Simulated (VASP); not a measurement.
Write the native input for VASP 6.6.1 that does the following.

```yaml
Task: single point
Functional: r2SCAN
Potentials_or_basis: VASP PAW PBE potentials, release 64 (Zr_sv, C)
Cutoff: 520 eV
k_mesh: 8 × 8 × 5
Occupations: methfessel-paxton, width 0.1 eV
Spin: no spin polarisation
Dipole_correction: no
Further_INCAR_settings: ALGO = Normal; EDIFF = 1e-06; NBANDS = 24
```

Crystal: ZrC.

```
Zr C
1.0
     3.46883    0.00000    0.00000
    -1.73442    3.00410    0.00000
     0.00000    0.00000    5.41071
Zr C
2 2
Direct
  0.33333 0.66667 0.25000
  0.66667 0.33333 0.75000
  0.00000 0.00000 0.00000
  0.00000 0.00000 0.50000
```

These files were run (other wordings do the same):

POSCAR

```
ZrC
1.0
    3.4688325891      0.0000000000      0.0000000000
   -1.7344162945      3.0040977856      0.0000000000
    0.0000000000      0.0000000000      5.4107144630
Zr C
2 2
Direct
    0.3333333333      0.6666666667      0.2500000000
    0.6666666667      0.3333333333      0.7500000000
    0.0000000000      0.0000000000      0.0000000000
    0.0000000000      0.0000000000      0.5000000000
```

INCAR.step1

```
PREC = Accurate
ENCUT = 520
ISMEAR = 1
SIGMA = 0.1
LREAL = F
LASPH = T
NELM = 100
NBANDS = 24
GGA = PE
ALGO = Normal
EDIFF = 1E-4
LWAVE = T
LCHARG = F
```

INCAR.step2

```
PREC = Accurate
ENCUT = 520
EDIFF = 1E-6
ISMEAR = 1
SIGMA = 0.1
LREAL = F
LASPH = T
NELM = 100
ALGO = Normal
ISIF = 2
LWAVE = F
LCHARG = T
METAGGA = R2SCAN
LMIXTAU = T
LELF = T
LVHAR = T
NBANDS = 24
ISTART = 1
```

KPOINTS

```
Automatic mesh
0
Gamma
  8 8 5
```

Potentials or basis: VASP PAW PBE potentials, release 64 (Zr_sv, C).

Run with:

```sh
$ cat potpaw_PBE.64/Zr_sv/POTCAR potpaw_PBE.64/C/POTCAR > POTCAR
$ cp INCAR.step1 INCAR
$ mpirun -np 1 vasp_std > vasp.out
$ cp INCAR.step2 INCAR
$ mpirun -np 1 vasp_std > vasp.out
```

Results of the run:

```json
{
 "Pressure": "-14.9 GPa",
 "Band gap on the k mesh": "zero (bands 16 and 17 overlap by 1.13 eV)"
}
```

Caveat: the cell stands under tension; the PAW data sets were made with another functional, which shifts forces and pressure a little.

Wall time 3.7 min on 1 thread of Intel Xeon 8259CL, with other jobs on the host, peak memory 0.2 GiB.
